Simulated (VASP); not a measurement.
# NbC (sol) (Fm-3m) in VASP: further runs, part 2 of 2

VASP 6.6.1. Earlier steps stand in the parts before.

**3. Single point, PBEsol**

This run uses another cell than the first one, of 11.03 Å³/atom, 0.963 times its volume.

Input file INCAR:

```
SYSTEM = NbC
PREC = Accurate ; ENCUT = 600
EDIFF = 1E-6 ; ISMEAR = 0
SIGMA = 0.1 ; LREAL = .False.
LASPH = .True. ; NELM = 120
ALGO = Normal ; ISIF = 2
LWAVE = .False. ; LCHARG = .False.
GGA = PS ; NBANDS = 16
GGA_COMPAT = .False.
```

Input file KPOINTS:

```
regular mesh
0
Gamma
  8 8 8
  0 0 0
```

Input file POSCAR:

```
NbC
1.0
    0.0000000000      2.2261415707      2.2261415707
    2.2261415707      0.0000000000      2.2261415707
    2.2261415707      2.2261415707      0.0000000000
Nb C
1 1
Direct
    0.0000000000      0.0000000000      0.0000000000
    0.5000000000      0.5000000000      0.5000000000
```

Potentials or basis: VASP PAW PBE potentials, release 64 (Nb_sv, C).

The run is started by

```
cat potpaw_PBE.64/Nb_sv/POTCAR potpaw_PBE.64/C/POTCAR > POTCAR
mpirun -np 1 vasp_std > vasp.out
```

Wall time 9.5 s (1 thread of Intel Xeon Platinum 8488C (Sapphire Rapids), shared host); peak memory 0.16 GiB.

It converged, with:

| Item | Value |
| --- | --- |
| Free energy | -21.8538 eV |
| Pressure | -1.0 GPa |

Levels at points of the mesh, in eV from the Fermi level:
| k point | band 7 | band 8 | band 9 | band 10 | band 11 | band 12 |
| --- | --- | --- | --- | --- | --- | --- |
| (0.00, 0.00, 0.00) | -1.49 | -1.49 | -0.35 | -0.35 | -0.35 | 0.22 |
| (0.50, 0.00, 0.00) | -5.33 | -5.33 | 2.05 | 2.05 | 3.50 | 5.63 |
| (0.50, 0.50, 0.00) | -3.99 | -1.44 | -1.44 | 1.89 | 3.17 | 3.17 |

Caveat: the PAW data sets were made with another functional, which shifts forces and pressure a little.

**4. Relaxation of cell and atoms, PBEsol**

Input file INCAR:

```
SYSTEM = NbC
PREC     = Accurate       ! precision mode
ENCUT    = 600            ! plane-wave cutoff, eV
EDIFF    = 1E-7           ! SCF threshold, eV
ISMEAR   = 0              ! smearing method
SIGMA    = 0.1            ! smearing width, eV
LREAL    = .FALSE.        ! projectors in reciprocal space
LASPH    = .TRUE.         ! aspherical terms in the spheres
NELM     = 120            ! most SCF steps
ALGO     = Normal         ! electronic algorithm
ISIF     = 3              ! what is computed and relaxed
LWAVE    = .FALSE.        ! write WAVECAR
LCHARG   = .FALSE.        ! write CHGCAR
GGA      = PS             ! functional
IBRION   = 2              ! ionic algorithm
NSW      = 100            ! ionic steps
EDIFFG   = -0.05          ! ionic threshold
GGA_COMPAT= .FALSE.      
NELMIN   = 4
```

Input file KPOINTS:

```
Automatic mesh
0
G
  8 8 8
  0 0 0
```

Input file POSCAR:

```
NbC
1.0
    0.0000000000      2.2540454600      2.2540454600
    2.2540454600      0.0000000000      2.2540454600
    2.2540454600      2.2540454600      0.0000000000
Nb C
1 1
Direct
    0.0000000000      0.0000000000      0.0000000000
    0.5000000000      0.5000000000      0.5000000000
```

The run is started by

```
cat potpaw_PBE.64/Nb_sv/POTCAR potpaw_PBE.64/C/POTCAR > POTCAR
mpirun -np 1 vasp_std > vasp.out
```

It took 24 s on 1 thread of Intel Xeon Platinum 8488C (Sapphire Rapids), shared host; peak memory 0.17 GiB.

It converged, with:

```yaml
Free_energy: -21.8551 eV
Relaxed_volume: 11.01 Å³/atom
Relaxed_cell: a = 3.146 Å, b = 3.146 Å, c = 3.146 Å, α = 60.00°, β = 60.00°, γ = 60.00°
Space_group_after_relaxing_to_0.05_Å: Fm-3m (No. 225)
Energy_gained_by_relaxing: 17.5 meV/atom
Ionic_steps: 3
Pressure_after_relaxing: -0.4 GPa
```

Step by step:
```csv
step,energy change (eV),largest force (eV/Å),pressure (GPa),volume (Å³)
1,0.0000,0.0000,-11.91,22.90
2,0.1353,0.0000,32.66,20.20
3,-0.0350,0.0000,-0.39,22.02
```

Final structure:
```yaml
crystal:
  lattice:
    - [0.00000, 2.22470, 2.22470]
    - [2.22470, 0.00000, 2.22470]
    - [2.22470, 2.22470, 0.00000]
  atoms:
    - { symbol: Nb, position: [0.00000, 0.00000, 0.00000] }
    - { symbol: C, position: [0.50000, 0.50000, 0.50000] }
```

Levels at points of the mesh, in eV from the Fermi level:
```csv
k point,band 7,band 8,band 9,band 10,band 11,band 12
"(0.00, 0.00, 0.00)",-1.50,-1.50,-0.35,-0.35,-0.35,0.22
"(0.50, 0.00, 0.00)",-5.34,-5.34,2.05,2.05,3.51,5.63
"(0.50, 0.50, 0.00)",-3.99,-1.44,-1.44,1.90,3.18,3.18
```

Caveat: the PAW data sets were made with another functional, which shifts forces and pressure a little.

**5. Single point, PBEsol**

This run uses another cell than the first one, of 11.01 Å³/atom, 0.962 times its volume.

Input file INCAR:

```
PREC     = Accurate       # precision mode
ENCUT    = 600            # plane-wave cutoff, eV
EDIFF    = 1E-6           # SCF threshold, eV
ISMEAR   = 0              # smearing method
SIGMA    = 0.1            # smearing width, eV
LREAL    = F              # projectors in reciprocal space
LASPH    = T              # aspherical terms in the spheres
NELM     = 120            # most SCF steps
ALGO     = Normal         # electronic algorithm
ISIF     = 2              # what is computed and relaxed
LWAVE    = F              # write WAVECAR
LCHARG   = T              # write CHGCAR
GGA      = PS             # functional
LELF     = T              # ELF
LVHAR    = T            
NBANDS   = 16             # bands
GGA_COMPAT= F
```

Input file KPOINTS:

```
Automatic mesh
0
Gamma
  16 16 16
```

Input file POSCAR:

```
NbC
1.0
    0.0000000000      2.2249378021      2.2249378021
    2.2249378021      0.0000000000      2.2249378021
    2.2249378021      2.2249378021      0.0000000000
Nb C
1 1
Direct
    0.0000000000      0.0000000000      0.0000000000
    0.5000000000      0.5000000000      0.5000000000
```

The run is started by

```
cat potpaw_PBE.64/Nb_sv/POTCAR potpaw_PBE.64/C/POTCAR > POTCAR
mpirun -np 1 vasp_std > vasp.out
```

Wall time 38 s (1 thread of Intel Xeon Platinum 8488C (Sapphire Rapids), shared host); peak memory 0.2 GiB.

It converged, with:

```
Free energy : -21.8608 eV
Pressure    : -0.6 GPa
```

Levels at points of the mesh, in eV from the Fermi level:
| k point | band 5 | band 6 | band 7 | band 8 | band 9 | band 10 | band 11 | band 12 | band 13 | band 14 |
| --- | --- | --- | --- | --- | --- | --- | --- | --- | --- | --- |
| (0.00, 0.00, 0.00) | -13.47 | -1.33 | -1.33 | -1.33 | -0.19 | -0.19 | -0.19 | 0.38 | 0.38 | 7.80 |
| (0.50, 0.00, 0.00) | -9.68 | -7.65 | -5.17 | -5.17 | 2.22 | 2.22 | 3.67 | 5.79 | 9.14 | 9.14 |
| (0.50, 0.50, 0.00) | -12.12 | -4.27 | -3.83 | -1.28 | -1.28 | 2.06 | 3.34 | 3.34 | 6.71 | 10.12 |

Caveat: the PAW data sets were made with another functional, which shifts forces and pressure a little.

**6. Relaxation of cell and atoms, PBEsol**

This run uses another cell than the first one, of 11.03 Å³/atom, 0.963 times its volume.

Input file INCAR:

```
SYSTEM = NbC
  PREC = Accurate
  ENCUT = 600
  EDIFF = 1E-7
  ISMEAR = 0
  SIGMA = 0.1
  LREAL = .FALSE.
  LASPH = .TRUE.
  NELM = 120
  ALGO = Normal
  ISIF = 3
  LWAVE = .FALSE.
  LCHARG = .FALSE.
  GGA = PS
  IBRION = 2
  NSW = 100
  EDIFFG = -0.002
  GGA_COMPAT = .FALSE.
  NELMIN = 4
```

Input file KPOINTS:

```
regular mesh
0
G
  16 16 16
  0 0 0
```

Input file POSCAR:

```
NbC
1.0
    0.0000000000      2.2261415707      2.2261415707
    2.2261415707      0.0000000000      2.2261415707
    2.2261415707      2.2261415707      0.0000000000
Nb C
1 1
Direct
    0.0000000000      0.0000000000      0.0000000000
    0.5000000000      0.5000000000      0.5000000000
```

Potentials or basis: VASP PAW PBE potentials, release 64 (Nb_sv, C).

The run is started by

```
cat potpaw_PBE.64/Nb_sv/POTCAR potpaw_PBE.64/C/POTCAR > POTCAR
mpirun -np 1 vasp_std > vasp.out
```

It took 90 s on 1 thread of Intel Xeon Platinum 8488C (Sapphire Rapids), shared host; peak memory 0.2 GiB.

Results (log left out):

| Quantity | Value |
| --- | --- |
| Free energy | -21.8609 eV |
| Relaxed volume | 11.00 Å³/atom |
| Relaxed cell | a = 3.145 Å, b = 3.145 Å, c = 3.145 Å, α = 60.00°, β = 60.00°, γ = 60.00° |
| Space group after relaxing (to 0.05 Å) | Fm-3m (No. 225) |
| Energy gained by relaxing | 0.1 meV/atom |
| Ionic steps | 3 |
| Pressure after relaxing | 0.0 GPa |

Step by step:
| step | energy change (eV) | largest force (eV/Å) | pressure (GPa) | volume (Å³) |
| --- | --- | --- | --- | --- |
| 1 | 0.0000 | 0.0000 | -1.00 | 22.06 |
| 2 | 0.0008 | 0.0000 | 2.21 | 21.85 |
| 3 | -0.0002 | 0.0000 | 0.00 | 21.99 |

Final structure:
```cif
data_structure
_symmetry_space_group_name_H-M 'P 1'
_symmetry_Int_Tables_number 1
_cell_length_a 3.1449
_cell_length_b 3.1449
_cell_length_c 3.1449
_cell_angle_alpha 60.000
_cell_angle_beta 60.000
_cell_angle_gamma 60.000
_cell_volume 21.99
loop_
_atom_site_label
_atom_site_type_symbol
_atom_site_fract_x
_atom_site_fract_y
_atom_site_fract_z
_atom_site_occupancy
Nb1 Nb 0.00000 0.00000 0.00000 1
C1 C 0.50000 0.50000 0.50000 1
```

Levels at points of the mesh, in eV from the Fermi level:
```csv
k point,band 7,band 8,band 9,band 10,band 11,band 12
"(0.00, 0.00, 0.00)",-1.34,-1.34,-0.19,-0.19,-0.19,0.38
"(0.50, 0.00, 0.00)",-5.18,-5.18,2.22,2.22,3.68,5.80
"(0.50, 0.50, 0.00)",-3.83,-1.28,-1.28,2.07,3.35,3.35
```

Caveat: the PAW data sets were made with another functional, which shifts forces and pressure a little.

**7. The runs side by side**

```tsv
task	cell	k mesh	gap on the mesh (eV)	pressure (GPa)	relaxed volume (Å³/atom)
single point	a = 3.188 Å, angles 60.0°, 2 atoms	8 × 8 × 8	none	-12.0	-
single point	a = 3.148 Å, angles 60.0°, 2 atoms	8 × 8 × 8	none	-1.0	-
relaxation of cell and atoms	relaxed from a = 3.188 Å, angles 60.0°, 2 atoms	8 × 8 × 8	none	-0.4	11.01
single point	a = 3.147 Å, angles 60.0°, 2 atoms	16 × 16 × 16	none	-0.6	-
relaxation of cell and atoms	relaxed from a = 3.148 Å, angles 60.0°, 2 atoms	16 × 16 × 16	none	0.0	11.00
```

Alike in all rows: level PBEsol; potentials or basis VASP PAW PBE potentials, release 64 (Nb_sv, C); no spin polarisation; cutoff (eV) 600; smearing gaussian 0.1 eV.

Caveats: the PAW data sets were made with another functional, which shifts forces and pressure a little.

Absolute energies hang on the potentials; compare differences alone.
